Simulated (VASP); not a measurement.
Input of a VASP 6.6.1 run:

Contents of INCAR:

```
SYSTEM = Ru
PREC     = Accurate       ! precision mode
ENCUT    = 520            ! plane-wave cutoff, eV
EDIFF    = 1E-8           ! SCF threshold, eV
ISMEAR   = -1             ! smearing method
SIGMA    = 0.03           ! smearing width, eV
LREAL    = .FALSE.        ! projectors in reciprocal space
LASPH    = .TRUE.         ! aspherical terms in the spheres
NELM     = 60             ! most SCF steps
ALGO     = Normal         ! electronic algorithm
ISIF     = 2              ! what is computed and relaxed
LWAVE    = .FALSE.        ! write WAVECAR
LCHARG   = .FALSE.        ! write CHGCAR
GGA      = PE             ! functional
LEFG     = .TRUE.       
NBANDS   = 21             ! bands
```

Contents of KPOINTS:

```
Automatic mesh
0
G
  14 14 8
  0 0 0
```

The input POSCAR:

```
Ru
1.0
    2.7869733142      0.0000000000      0.0000000000
   -1.3934866571      2.4135896898      0.0000000000
    0.0000000000      0.0000000000      4.2819000000
Ru
2
Direct
    0.3333333333      0.6666666667      0.2500000000
    0.6666666667      0.3333333333      0.7500000000
```

Potentials or basis: VASP PAW PBE potentials, release 64 (Ru_pv).

Run with:

```bash
$ cat potpaw_PBE.64/Ru_pv/POTCAR > POTCAR
$ mpirun -np 1 vasp_std > vasp.out
```

(1) Predict the pressure.

(2) What does it give for the band gap on the k mesh?

Results:

(1) -12.1 GPa.

(2) zero (band 14 reaches 13.13 eV, above the bottom of band 15 at 10.21 eV).

Caveat: the cell differs from its parent crystal (equal xx and yy strain of +3 %); without QUAD_EFG the Cq values of the log hold for a quadrupole moment of 1 mb, not for the nuclei.
